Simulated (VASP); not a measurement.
# MgZnO4 (Cmmm) in VASP: single point with PBE

Aim: the single point of MgZnO4 with PBE.

Everything below comes from runs of VASP 6.6.1. Logs are shortened: lines on timing, memory, paths and dates and some standing lists are left out, and cuts for length are marked.

### Step 1. The cell of the first run

The structure is orthorhombic, space group Cmmm (No. 65). The conventional cell has a = 6.657 Å, b = 6.792 Å, c = 3.144 Å, α = 90.00°, β = 90.00°, γ = 90.00°. Mg (site symmetry mmm) has 6 O at 2.01 to 2.05 Å within 2.7 Å. Zn (site symmetry mmm) has 6 O at 2.05 to 2.08 Å within 2.7 Å. O (site symmetry m2m) has 2 Mg at 2.05 Å and 1 Zn at 2.08 Å and 1 O at 2.63 Å within 2.7 Å. Within 2.7 Å of O (site symmetry 2mm) lie 1 Mg at 2.01 Å and 2 Zn at 2.05 Å and 1 O at 2.64 Å.

The cell was built from a structure type or drawn by symmetry, and may not be a known phase.

### Step 2. Single point, PBE, collinear spin, ferromagnetic start

Input file INCAR:

```
SYSTEM = MgZnO4
PREC     = Accurate       ! precision mode
ENCUT    = 520            ! plane-wave cutoff, eV
EDIFF    = 1E-6           ! SCF threshold, eV
ISMEAR   = 0              ! smearing method
SIGMA    = 0.1            ! smearing width, eV
LREAL    = .FALSE.        ! projectors in reciprocal space
LASPH    = .TRUE.         ! aspherical terms in the spheres
NELM     = 150            ! most SCF steps
ALGO     = Normal         ! electronic algorithm
ISIF     = 2              ! what is computed and relaxed
LWAVE    = .FALSE.        ! write WAVECAR
LCHARG   = .TRUE.         ! write CHGCAR
ISPIN    = 2              ! spin polarisation
MAGMOM   = 0 0 1 1 1 1    ! initial moments
LORBIT   = 11             ! projections on sites
GGA      = PE             ! functional
LELF     = .TRUE.         ! ELF
LVHAR    = .TRUE.       
NBANDS   = 32             ! bands
```

Input file KPOINTS:

```
regular mesh
0
G
  4 4 6
  0 0 0
```

Input file POSCAR:

```
MgZnO4
1.0
    3.3286075600     -3.3959146900      0.0000000000
    3.3286075600      3.3959146900      0.0000000000
    0.0000000000      0.0000000000      3.1442419400
Mg Zn O
1 1 4
Direct
    0.5000000000      0.5000000000      0.5000000000
    0.0000000000      0.0000000000      0.0000000000
    0.3064037600      0.6935962400      0.0000000000
    0.6935962400      0.3064037600      0.0000000000
    0.1981042400      0.1981042400      0.5000000000
    0.8018957600      0.8018957600      0.5000000000
```

Potentials or basis: VASP PAW PBE potentials, release 64 (Mg, Zn, O).

Command:

```
> cat potpaw_PBE.64/Mg/POTCAR potpaw_PBE.64/Zn/POTCAR potpaw_PBE.64/O/POTCAR > POTCAR
> mpirun -np 1 vasp_std > vasp.out
```

OUTCAR:

```text
SYSTEM = MgZnO4
   PREC = Accurate
   ENCUT = 520
   EDIFF = 1E-6
   ISMEAR = 0
   LREAL = .FALSE.
   LASPH = .TRUE.
   NELM = 150
   ISIF = 2
   ISPIN = 2
   LORBIT = 11
   GGA = PE

 ion  position               nearest neighbor table
   1  0.500  0.500  0.500-   5 2.01   6 2.01   3 2.05   4 2.05   3 2.05   4 2.05
   2  0.000  0.000  0.000-   5 2.05   6 2.05   5 2.05   6 2.05   3 2.08   4 2.08
   3  0.306  0.694  0.000-   1 2.05   1 2.05   2 2.08
   4  0.694  0.306  0.000-   1 2.05   1 2.05   2 2.08
   5  0.198  0.198  0.500-   1 2.01   2 2.05   2 2.05
   6  0.802  0.802  0.500-   1 2.01   2 2.05   2 2.05

  LATTYP: Found a base centered orthorhombic cell.
 ALAT       =     6.6572151200
 B/A-ratio  =     1.0202208067
 C/A-ratio  =     0.4723058942

  Lattice vectors:

 A1 = (   3.3286075600,  -3.3959146900,   0.0000000000)
 A2 = (   3.3286075600,   3.3959146900,   0.0000000000)
 A3 = (   0.0000000000,   0.0000000000,   3.1442419400)

Analysis of symmetry for initial positions (statically):
=====================================================================
 Subroutine PRICEL returns:
 Original cell was already a primitive cell.

 Routine SETGRP: Setting up the symmetry group for a
 base centered orthorhombic supercell.

 Subroutine GETGRP returns: Found  8 space group operations
 (whereof  8 operations were pure point group operations)
 out of a pool of  8 trial point group operations.

The static configuration has the point symmetry D_2h.

Analysis of symmetry for dynamics (positions and initial velocities):
=====================================================================
 Subroutine PRICEL returns:
 Original cell was already a primitive cell.

 Routine SETGRP: Setting up the symmetry group for a
 base centered orthorhombic supercell.

 Subroutine GETGRP returns: Found  8 space group operations
 (whereof  8 operations were pure point group operations)
 out of a pool of  8 trial point group operations.

The dynamic configuration has the point symmetry D_2h.

Analysis of structural, dynamic, and magnetic symmetry:
=====================================================================
 Subroutine PRICEL returns:
 Original cell was already a primitive cell.

 Routine SETGRP: Setting up the symmetry group for a
 base centered orthorhombic supercell.

 Subroutine GETGRP returns: Found  8 space group operations
 (whereof  8 operations were pure point group operations)
 out of a pool of  8 trial point group operations.

The overall configuration has the point symmetry D_2h.

 Subroutine INISYM returns: Found  8 space group operations
 (whereof  8 operations are pure point group operations),
 and found     1 'primitive' translations

----------------------------------------------------------------------------------------

                                     Primitive cell

  volume of cell :      71.0829

  direct lattice vectors                    reciprocal lattice vectors
     3.328607560 -3.395914690  0.000000000     0.150212962 -0.147235736  0.000000000
     3.328607560  3.395914690  0.000000000     0.150212962  0.147235736  0.000000000
     0.000000000  0.000000000  3.144241940     0.000000000  0.000000000  0.318041684

  length of vectors
     4.755193463  4.755193463  3.144241940     0.210338527  0.210338527  0.318041684

  position of ions in fractional coordinates (direct lattice)
     0.500000000  0.500000000  0.500000000
     0.000000000  0.000000000  0.000000000
     0.306403760  0.693596240  0.000000000
     0.693596240  0.306403760  0.000000000
     0.198104240  0.198104240  0.500000000
     0.801895760  0.801895760  0.500000000

  ion indices of the primitive-cell ions
   primitive index   ion index
                 1           1
                 2           2
                 3           3
                 4           4
                 5           5
                 6           6

[... 32 lines left out ...]
  0.500000  0.250000  0.000000      4.000000
 -0.250000  0.250000  0.000000      2.000000
[... 16 lines left out ...]
  0.250000 -0.000000  0.500000      4.000000
  0.500000 -0.000000  0.500000      2.000000
 [... further k-points ...]
   k-points           NKPTS =     28   k-points in BZ     NKDIM =     28   number of bands    NBANDS=     32
   number of dos      NEDOS =    301   number of ions     NIONS =      6
   total plane-waves  NPLWV =  31104
   dimension x,y,z NGX =    36 NGY =   36 NGZ =   24
   dimension x,y,z NGXF=    72 NGYF=   72 NGZF=   48
   ions per type =               1   1   4
   NGX,Y,Z   is equivalent  to a cutoff of  12.59, 12.59, 12.69 a.u.
   NGXF,Y,Z  is equivalent  to a cutoff of  25.17, 25.17, 25.38 a.u.
 SYSTEM =  MgZnO4
   PREC   = accura    normal or accurate (medium, high low for compatibility)
   ISTART =      0    job   : 0-new  1-cont  2-samecut
   ICHARG =      2    charge: 1-file 2-atom 10-const
   ISPIN  =      2    spin polarized calculation?
   LNONCOLLINEAR =      F non collinear calculations
   LSORBIT =      F    spin-orbit coupling
   LASPH  =      T    aspherical Exc in radial PAW
   ENCUT  =  520.0 eV  38.22 Ry    6.18 a.u.   8.84  8.84  5.85*2*pi/ulx,y,z
   NELM   =    150;   NELMIN=  2; NELMDL= -5     # of ELM steps
   EDIFF  = 0.1E-05   stopping-criterion for ELM
   LREAL  =      F    real-space projection
   EDIFFG = 0.1E-04   stopping-criterion for IOM
   NSW    =      0    number of steps for IOM
   IBRION =     -1    ionic relax: 0-MD 1-quasi-New 2-CG
   NFREE  =      0    steps in history (QN), initial steepest desc. (CG)
   ISIF   =      2    stress and relaxation
   ISYM   =      2    0-nonsym 1-usesym 2-fastsym
   POTIM  = 0.5000    time-step for ionic-motion
   TEBEG  =    0.0;   TEEND  =   0.0 temperature during run
   PSTRESS=    0.0 pullay stress
   NELECT =      38.0000    total number of electrons
   NUPDOWN=      -1.0000    fix difference up-down
   EMIN   =  10.00;   EMAX   =-10.00  energy-range for DOS
   EFERMI =   0.00;   METHOD = LEGACY
   ISMEAR =     0;   SIGMA  =   0.10  broadening in eV -4-tet -1-fermi 0-gaus
   EFERMI_NEDOS =   21; number of points for ismear=-14 and -15
   IALGO  =     38    algorithm
   IMIX   =      4    mixing-type and parameters
     AMIX     =   0.40;   BMIX     =  1.00
     AMIX_MAG =   1.60;   BMIX_MAG =  1.00
  volume/ion in A,a.u.               =      11.85        79.95
  Fermi-wavevector in a.u.,A,eV,Ry     =   1.328661  2.510806 24.018917  1.765341
  Thomas-Fermi vector in A             =   2.457882
   LORBIT       =     11    0 simple, 1 ext, 2 COOP (PROOUT), +10 PAW based schemes
   GGA     = PE    functional components
   LHFCALC =     F    Hartree Fock is set to
   AEXX    =    0.0000 exact exchange contribution
   IVDW    =     0    specifies the selected vdW correction
   LEPSILON=     F    determine dielectric tensor
   LRPA    =     F    only Hartree local field effects (RPA)
 spin polarized calculation
 Gauss-broadening in eV      SIGMA  =   0.10
  energy-cutoff  :      520.00
  volume of cell :       71.08
 maximum number of plane-waves:      1936
   NGX = 17   NGY = 17   NGZ = 11

 number of electron      38.0000009 magnetization      -0.0032818

 number of electron      38.0000009 magnetization       0.0009195

 Free energy of the ion-electron system (eV)
  ---------------------------------------------------
  ext. energy  EPLUGINS =         0.00000000
  ---------------------------------------------------
  free energy    TOTEN  =       -25.60273473 eV

  energy without entropy =      -25.55184328  energy(sigma->0) =      -25.57728901

 E-fermi :  -0.4864     XC(G=0): -10.1054

 val. band max:       -0.4936495284   @ k =   0.5000   0.2500   0.0000
 cond. band min:      -0.4812425077   @ k =   0.2500   0.2500   0.3333
 fundamental gap:      0.0124070207
 Fermi energy:        -0.4864302139

 spin component 1

 k-point     1 :       0.0000    0.0000    0.0000
  band No.  band energies     occupation
      1     -17.7210      1.00000
      2     -16.5191      1.00000
      3     -16.2379      1.00000
      4     -16.1797      1.00000
      5      -6.2327      1.00000
      6      -6.2174      1.00000
[... 805 lines left out ...]
     30      14.5561      0.00000
     31      14.8186      0.00000

 [... further k-points ...]

 spin component 2

 k-point     1 :       0.0000    0.0000    0.0000
  band No.  band energies     occupation
      1     -17.7207      1.00000
      2     -16.5188      1.00000
      3     -16.2375      1.00000
      4     -16.1794      1.00000
      5      -6.2324      1.00000
      6      -6.2172      1.00000
[... 805 lines left out ...]
     30      14.5561      0.00000
     31      14.8187      0.00000

 [... further k-points ...]

 [bands above 31 left out]

------------------------ aborting loop because EDIFF is reached ----------------------------------------

  FORCE on cell =-STRESS in cart. coord.  units (eV):
  Direction    XX          YY          ZZ          XY          YZ          ZX
  --------------------------------------------------------------------------------------
  -------------------------------------------------------------------------------------
  Total       -0.9823374     -4.0026804     -1.8113402      0.0000000      0.0000000      0.0000000
  in kB      -22.1414441    -90.2186205    -40.8267944      0.0000000      0.0000000      0.0000000
  external PRESSURE =     -51.0622863 kB  Pullay stress =       0.0000000 kB

 VOLUME and BASIS-vectors are now :
 -----------------------------------------------------------------------------
  energy-cutoff  :      520.00
  volume of cell :       71.08
      direct lattice vectors                 reciprocal lattice vectors
     3.328607560 -3.395914690  0.000000000     0.150212962 -0.147235736  0.000000000
     3.328607560  3.395914690  0.000000000     0.150212962  0.147235736  0.000000000
     0.000000000  0.000000000  3.144241940     0.000000000  0.000000000  0.318041684

 POSITION                                       TOTAL-FORCE (eV/Angst)
 -----------------------------------------------------------------------------------
      3.32861      0.00000      1.57212         0.000000      0.000000      0.000000
      0.00000      0.00000      0.00000         0.000000      0.000000      0.000000
      3.32861      1.31487      0.00000         0.000000      0.264095      0.000000
      3.32861     -1.31487      0.00000         0.000000     -0.264095      0.000000
      1.31882      0.00000      1.57212        -0.643978      0.000000      0.000000
      5.33839      0.00000      1.57212         0.643978      0.000000      0.000000
 -----------------------------------------------------------------------------------
    total drift:                                0.000000      0.000000     -0.000000

  FREE ENERGIE OF THE ION-ELECTRON SYSTEM (eV)
  ---------------------------------------------------
  free  energy   TOTEN  =       -25.6027347275 eV

  energy  without entropy=      -25.5518432834  energy(sigma->0) =      -25.57728901

 total charge

# of ion       s       p       d       tot
------------------------------------------
    1        0.149   0.181   0.081   0.411
    2        0.435   0.475   9.734  10.644
    3        1.590   3.248   0.000   4.838
    4        1.590   3.248   0.000   4.838
    5        1.592   3.243   0.000   4.835
    6        1.592   3.243   0.000   4.835
--------------------------------------------------
tot          6.948  13.637   9.815  30.400

 magnetization (x)

# of ion       s       p       d       tot
------------------------------------------
    1       -0.000   0.000   0.000   0.000
    2       -0.000  -0.000   0.000   0.000
    3        0.000   0.000   0.000   0.000
    4        0.000   0.000   0.000   0.000
    5        0.000   0.000   0.000   0.000
    6        0.000   0.000   0.000   0.000
--------------------------------------------------
tot         -0.000   0.001   0.000   0.001
```

Run time: 3.4 min. Hardware: 1 thread of AMD EPYC 7R13 (Zen 3), shared host; peak memory 0.23 GiB.

Results:

```
Free energy                                           : -25.6027 eV
Pressure                                              : -5.1 GPa
Largest force                                         : 0.644 eV/Å
Band gap on the k mesh                                : zero (filled and empty bands overlap)
Net moment                                            : 0.00 μB per cell
Valence electrons inside the program's atomic spheres : Mg 0.41; Zn 10.64; O 4.84, 4.83 (each value once)
```

Forces in eV/Å, atoms in the order of the input:
```
Mg   0.000  0.000  0.000
Zn   0.000  0.000  0.000
O    0.000  0.264  0.000
O    0.000 -0.264  0.000
O   -0.644  0.000  0.000
O    0.644  0.000  0.000
```

Caveat: the cell stands under tension; semilocal functionals underestimate gaps, so a narrow gap can read as zero.
